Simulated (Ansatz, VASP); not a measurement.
## One calculation of SiO2, two programs

```xyz
6
Lattice="-2.3740 2.3740 3.7440 2.3740 -2.3740 3.7440 2.3740 2.3740 -3.7440" Properties=species:S:1:pos:R:3 pbc="T T T"
Si    0.0000    0.0000    0.0000
Si    0.0000    2.3740    1.8720
O     1.1870    2.9599    2.8080
O     0.5858    1.1870    0.9360
O    -1.1870    1.7882    2.8080
O    -0.5858    3.5611    0.9360
```

Alike in both runs: task single point; functional PBEsol; k mesh 8 × 8 × 8; occupations gaussian, width 0.02 eV; no spin polarisation.

|  | VASP | Ansatz |
| --- | --- | --- |
| version | VASP 6.6.1 | Ansatz 0.2.0 |
| potentials or method | VASP PAW PBE potentials, release 64 (Si, O), cutoff 520 eV | scalar-relativistic, plane waves, PAW |
| valence electrons in the cell | 32 | 32 |

Ansatz gave:

```
gap on the k mesh at the Fermi level (eV)                     : 5.97
least direct gap on the mesh (eV)                             : 5.97
pressure (GPa)                                                : 1.1
traceless stress, the component that is largest in VASP (GPa) : -1.36
rms of the force components (eV/Å)                            : 0.003
```

Task: What did VASP give for the same quantities?

Result: gap on the k mesh at the Fermi level (eV): 5.97; least direct gap on the mesh (eV): 5.97; pressure (GPa): 1.6; traceless stress, the component that is largest in VASP (GPa): -1.29; rms of the force components (eV/Å): 0.012.

VASP's potentials were made for PBE, not for PBEsol. Atom by atom the forces differ by 0.015 eV/Å (rms over components).
